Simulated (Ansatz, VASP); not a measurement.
**One calculation of ScIn3, two programs**

```
Sc In
1.0
     4.48954    0.00000    0.00000
     0.00000    4.48954    0.00000
     0.00000    0.00000    4.48954
Sc In
1 3
Direct
  0.00000 0.00000 0.00000
  0.00000 0.50000 0.50000
  0.50000 0.00000 0.50000
  0.50000 0.50000 0.00000
```

Change from the starting cell: volume scaled by 1.02, crystal datasets.

Alike in both runs: task electric field gradients; functional PBEsol; k mesh 8 × 8 × 8; occupations fermi-dirac, width 0.08 eV; no spin polarisation.

|  | VASP | Ansatz |
| --- | --- | --- |
| version | VASP 6.6.1 | Ansatz 0.2.0 |
| potentials or method | VASP PAW PBE potentials, release 64 (Sc_sv, In_d), cutoff 520 eV | all-electron PAW with datasets made for the crystal, scalar-relativistic |

Ansatz gave:

* pressure (GPa): -1.5
* size of Vzz on the site where it differs most (V/Å²): 100.2

Which values does VASP return?

Pressure (GPa): -1.5; size of Vzz on the site where it differs most (V/Å²): 94.1.

VASP's potentials were made for PBE, not for PBEsol. Ansatz ran all-electron here, and VASP with PAW potentials.
